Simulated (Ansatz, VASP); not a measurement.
## Re: VASP beside Ansatz

```xyz
1
Lattice="0.0000 1.9750 1.9750 1.9750 0.0000 1.9750 1.9750 1.9750 0.0000" Properties=species:S:1:pos:R:3 pbc="T T T"
Re    0.0000    0.0000    0.0000
```

Alike in both runs: task relaxation of cell and atoms; functional PBEsol; k mesh 12 × 12 × 12; occupations fermi-dirac, width 0.05 eV; no spin polarisation.

|  | VASP | Ansatz |
| --- | --- | --- |
| version | VASP 6.6.1 | Ansatz 0.2.0 |
| potentials or method | VASP PAW PBE potentials, release 64 (Re) | Ansatz PAW |
| plane-wave cutoff (eV) | 600 | 420 |
| valence electrons in the cell | 7 | 15 |

```csv
,VASP,Ansatz,Ansatz less VASP
"gap on the k mesh at the Fermi level, each at its own relaxed structure (eV)",none,none,-
relaxed volume (Å³/atom),14.61,14.61,-0.002
relaxed cell length with the largest relative difference (Å),2.744,2.744,-0.0001
```

VASP's potentials were made for PBE, not for PBEsol. A gap of «none» marks a metal or a gap that the smearing closes. VASP's potentials hold 7 valence electrons a cell and Ansatz's 15, so a difference there can come from the potentials and not from the codes.

Spin-orbit coupling is off throughout. Noted on Ansatz's run: the plane-wave basis is chosen anew once the cell has moved, so the energies of steps on either side of that aren't comparable.
